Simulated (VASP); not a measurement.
Here is a VASP 6.6.1 calculation.

The input INCAR:

```
PREC = Accurate
ENCUT = 700
EDIFF = 1E-6
ISMEAR = -1
SIGMA = 0.02
LREAL = False
LASPH = True
NELM = 120
ALGO = Normal
ISIF = 2
LWAVE = False
LCHARG = False
NBANDS = 20
GGA_COMPAT = False
```

The input KPOINTS:

```
Automatic mesh
0
Gamma
  6 6 6
```

POSCAR

```
CdO
1.0
    0.0000000000      2.3530040401      2.3530040401
    2.3530040401      0.0000000000      2.3530040401
    2.3530040401      2.3530040401      0.0000000000
Cd O
1 1
Direct
    0.0000000000      0.0000000000      0.0000000000
    0.5000000000      0.5000000000      0.5000000000
```

Potentials or basis: VASP PAW LDA potentials, release 64 (Cd_sv_GW, O).

Run with:

```sh
$ cat potpaw_LDA.64/Cd_sv_GW/POTCAR potpaw_LDA.64/O/POTCAR > POTCAR
$ mpirun -np 1 vasp_std > vasp.out
```

**Question.** Predict the pressure.

**Answer.** -6.5 GPa.

**Question.** Estimate the band gap on the k mesh.

**Answer.** Zero (bands 13 and 14 overlap by 0.50 eV).

Caveat: the k points lie up to 0.39 Å⁻¹ apart, too coarse for converged energies and pressures of a metal; semilocal functionals underestimate gaps, and a narrow one can read as zero.
